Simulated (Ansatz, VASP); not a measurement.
**Two plane-wave programs on Al3Ni2**

```
Al Ni
1.0
     4.00672    0.00000    0.00000
    -2.00336    3.46992    0.00000
     0.00000    0.00000    4.86153
Al Ni
3 2
Direct
  0.00000 0.00000 0.00000
  0.33333 0.66667 0.64844
  0.66667 0.33333 0.35156
  0.33333 0.66667 0.14621
  0.66667 0.33333 0.85379
```

Alike in both runs: functional r2SCAN; k mesh 12 × 12 × 8; occupations gaussian, width 0.1 eV; no spin polarisation.

Ansatz relaxed the structure, and its values are those at the end. VASP's run is a single point on that final structure, the one shown.

|  | VASP | Ansatz |
| --- | --- | --- |
| version | VASP 6.6.1 | Ansatz 0.2.0 |
| potentials or method | VASP PAW PBE potentials, release 64 (Al, Ni), cutoff 520 eV | scalar-relativistic, plane waves, PAW |
| valence electrons in the cell | 29 | 45 |

```tsv
	VASP	Ansatz	Ansatz less VASP
gap on the k mesh at the Fermi level (eV)	none	none	-
pressure (GPa)	-0.2	0.0	+0.22
rms of the force components (eV/Å)	0.007	0.001	-0.0052
```

VASP's potentials were made for PBE, not for r2SCAN. A gap of «none» marks a metal or a gap that the smearing closes. VASP's potentials hold 29 valence electrons a cell and Ansatz's 45, so a difference there can come from the potentials and not from the codes.
